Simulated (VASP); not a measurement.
Input of a VASP 6.6.1 run:

The input INCAR:

```
  PREC = Accurate
  ENCUT = 500
  EDIFF = 1E-6
  ISMEAR = -1
  SIGMA = 0.05
  LREAL = F
  LASPH = T
  NELM = 120
  ALGO = Normal
  ISIF = 2
  LWAVE = F
  LCHARG = F
  GGA = PS
  NBANDS = 42
  GGA_COMPAT = F
```

Contents of KPOINTS:

```
regular mesh
0
Gamma
  6 6 2
```

File POSCAR:

```
KI
1.0
    4.7830389106      1.2878543471     -0.0006724644
   -1.2938388699      4.7817800529      0.0010673186
   -0.0014479203     -0.0087548051     14.0184255163
K I
4 4
Direct
   -0.0011132653     -0.0025383789     -0.0302154951
    0.4996711308      0.4965069117      0.2197821577
   -0.0000460837     -0.0037446566      0.4697624130
    0.4989257324      0.4973600966      0.7197797177
   -0.0003490935     -0.0034927788      0.2197715064
    0.4999419119      0.4962673420      0.4697915296
   -0.0010594715     -0.0026362964      0.7197868997
    0.4988829499      0.4974629596      0.9697745875
```

Potentials or basis: VASP PAW PBE potentials, release 64 (K_sv, I).

Launch:

```console
$ cat potpaw_PBE.64/K_sv/POTCAR potpaw_PBE.64/I/POTCAR > POTCAR
$ mpirun -np 1 vasp_std > vasp.out
```

Task: What does it give for the band gap on the k mesh?

Result: 3.87 eV.

Task: Estimate the pressure.

Result: 0.0 GPa.

Caveat: the PAW data sets were made with another functional, which shifts forces and pressure a little; spin-orbit coupling is left out, which moves the levels of the heavy elements. A k mesh can miss the band edges.
